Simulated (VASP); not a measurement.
Input of a VASP 6.6.1 run:

Contents of INCAR:

```
SYSTEM = TePb
PREC     = Accurate       ! precision mode
ENCUT    = 600            ! plane-wave cutoff, eV
EDIFF    = 1E-6           ! SCF threshold, eV
ISMEAR   = -1             ! smearing method
SIGMA    = 0.03           ! smearing width, eV
LREAL    = .False.        ! projectors in reciprocal space
LASPH    = .True.         ! aspherical terms in the spheres
NELM     = 80             ! most SCF steps
ALGO     = Normal         ! electronic algorithm
ISIF     = 3              ! what is computed and relaxed
LWAVE    = .False.        ! write WAVECAR
LCHARG   = .False.        ! write CHGCAR
GGA      = PE             ! functional
IBRION   = 2              ! ionic algorithm
NSW      = 100            ! ionic steps
EDIFFG   = -0.005         ! ionic threshold
```

The input KPOINTS:

```
Automatic mesh
0
Gamma
  9 9 9
  0 0 0
```

The input POSCAR:

```
TePb
1.0
    0.0000000000      3.0853790180      3.0853790180
    3.0853790180      0.0000000000      3.0853790180
    3.0853790180      3.0853790180      0.0000000000
Pb Te
1 1
Direct
    0.0000000000      0.0000000000      0.0000000000
    0.5000000000      0.5000000000      0.5000000000
```

Potentials or basis: VASP PAW PBE potentials, release 64 (Pb_d, Te).

Run with:

```sh
$ cat potpaw_PBE.64/Pb_d/POTCAR potpaw_PBE.64/Te/POTCAR > POTCAR
$ mpirun -np 1 vasp_std > vasp.out
```

**Question.** Predict the space group after relaxing (to 0.1 Å).

**Answer.** Fm-3m (No. 225).

**Question.** Estimate the relaxed cell.

**Answer.** a = 4.643 Å, b = 4.643 Å, c = 4.643 Å, α = 60.00°, β = 60.00°, γ = 60.00°.

**Question.** Estimate the relaxed volume.

**Answer.** 35.39 Å³/atom.

Final structure:
```
Pb Te
1.0
     0.00000    3.28307    3.28307
     3.28307    0.00000    3.28307
     3.28307    3.28307    0.00000
Pb Te
1 1
Direct
  0.00000 0.00000 0.00000
  0.50000 0.50000 0.50000
```

Caveat: the volume moved by over 15 % at a fixed basis, so the end points are rough.
